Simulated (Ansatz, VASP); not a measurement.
# Cu in VASP and in Ansatz

```
Cu
1.0
     0.00000    1.80750    1.80750
     1.80750    0.00000    1.80750
     1.80750    1.80750    0.00000
Cu
1
Direct
  0.00000 0.00000 0.00000
```

Alike in both runs: task single point; functional PBE; k mesh 18 × 18 × 18; occupations gaussian, width 0.05 eV; no spin polarisation.

|  | VASP | Ansatz |
| --- | --- | --- |
| version | VASP 6.6.1 | Ansatz 0.2.0 |
| potentials or method | VASP PAW PBE potentials, release 64 (Cu), cutoff 520 eV | scalar-relativistic, plane waves, PAW |
| valence electrons in the cell | 11 | 19 |

Ansatz gave:

* pressure (GPa): 1.9

**Question.** Which values does VASP return?

**Answer.** Pressure (GPa): 2.5.

VASP's potentials hold 11 valence electrons a cell and Ansatz's 19, so a difference there can come from the potentials and not from the codes.
